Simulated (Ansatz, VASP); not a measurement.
**SnO2: VASP beside Ansatz**

Contents of INCAR:

```
SYSTEM = SnO2
ALGO = Normal
EDIFF = 1E-7
EDIFFG = -0.002
ENCUT = 600
GGA = PE
GGA_COMPAT = .False.
IBRION = 2
ISIF = 3
ISMEAR = 0
LASPH = .True.
LCHARG = .False.
LREAL = .False.
LWAVE = .False.
NELM = 120
NELMIN = 4
NSW = 100
PREC = Accurate
SIGMA = 0.02
```

The input KPOINTS:

```
k-points
0
Gamma
  6 6 8
  0 0 0
```

The input POSCAR:

```
SnO2
1.0
    4.8214241354      0.0000000000      0.0000000000
    0.0000000000      4.8214241354      0.0000000000
    0.0000000000      0.0000000000      3.2378035531
Sn O
2 4
Direct
    0.0000000000      0.0000000000      0.0000000000
    0.5000000000      0.5000000000      0.5000000000
    0.3061673362      0.3061673362      0.0000000000
    0.1938326638      0.8061673362      0.5000000000
    0.6938326638      0.6938326638      0.0000000000
    0.8061673362      0.1938326638      0.5000000000
```

Input for Ansatz:

```yaml
crystal:
  lattice:
    - [4.8214241354, 0.0, 0.0]
    - [0.0, 4.8214241354, 0.0]
    - [0.0, 0.0, 3.2378035531]
  atoms:
    - { symbol: Sn, position: [0.0, 0.0, 0.0] }
    - { symbol: Sn, position: [0.5, 0.5, 0.5] }
    - { symbol: O, position: [0.3061673362, 0.3061673362, 0.0] }
    - { symbol: O, position: [0.1938326638, 0.8061673362, 0.5] }
    - { symbol: O, position: [0.6938326638, 0.6938326638, 0.0] }
    - { symbol: O, position: [0.8061673362, 0.1938326638, 0.5] }
basis:
  ecutwfc: 420
kpoints:
  mp_grid: { grid: [6, 6, 8] }
hamiltonian:
  xc: pbe
  pseudopotentials: { kind: paw, azcp: { folder: soft_1 } }
scf:
  occupations: { method: gaussian, width: 0.02 }
output:
  forces: true
  stress: true
  eigenvalues: true
relax:
  adjacent_minimum: "off"
  f_tol: 0.002
  max_steps: 80
  cell: { stress_tol: 0.02 }
```

Alike in both runs: task relaxation of cell and atoms; functional PBE; k mesh 6 × 6 × 8; occupations gaussian, width 0.02 eV; no spin polarisation.

|  | VASP | Ansatz |
| --- | --- | --- |
| version | VASP 6.6.1 | Ansatz 0.2.0 |
| potentials or method | VASP PAW PBE potentials, release 64 (Sn_d, O), cutoff 600 eV | scalar-relativistic, plane waves, PAW |
| valence electrons in the cell | 52 | 52 |

Ansatz gave:

- gap on the k mesh at the Fermi level, each at its own relaxed structure (eV): 0.68
- relaxed volume (Å³/atom): 12.58
- relaxed cell length with the largest relative difference (Å): 3.238

Task: Estimate VASP's values.

Result: gap on the k mesh at the Fermi level, each at its own relaxed structure (eV): 0.64; relaxed volume (Å³/atom): 12.60; relaxed cell length with the largest relative difference (Å): 3.242.
